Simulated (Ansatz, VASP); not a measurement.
## One calculation of Be, two programs

```xyz
1
Lattice="-1.2531 1.2531 1.2343 1.2531 -1.2531 1.2343 1.2531 1.2531 -1.2343" Properties=species:S:1:pos:R:3 pbc="T T T"
Be    0.0000    0.0000    0.0000
```

Change from the starting cell: strain +0.000 along x and y, -0.015 along z, atoms carried along.

Alike in both runs: task single point; functional PBEsol; k mesh 26 × 26 × 26; occupations gaussian, width 0.15 eV; no spin polarisation.

|  | VASP | Ansatz |
| --- | --- | --- |
| version | VASP 6.6.1 | Ansatz 0.2.0 |
| potentials or method | VASP PAW PBE potentials, release 64 (Be), cutoff 520 eV | scalar-relativistic, plane waves, PAW |
| valence electrons in the cell | 2 | 2 |

|  | VASP | Ansatz | Ansatz less VASP |
| --- | --- | --- | --- |
| gap on the k mesh at the Fermi level (eV) | none | none | - |
| pressure (GPa) | 0.3 | -0.1 | -0.38 |
| traceless stress, the component that is largest in VASP (GPa) | 1.37 | 1.37 | -0.003 |

VASP's potentials were made for PBE, not for PBEsol. A gap of «none» marks a metal or a gap that the smearing closes. The functional is the same, so the differences come from potentials, cutoffs and numerics.
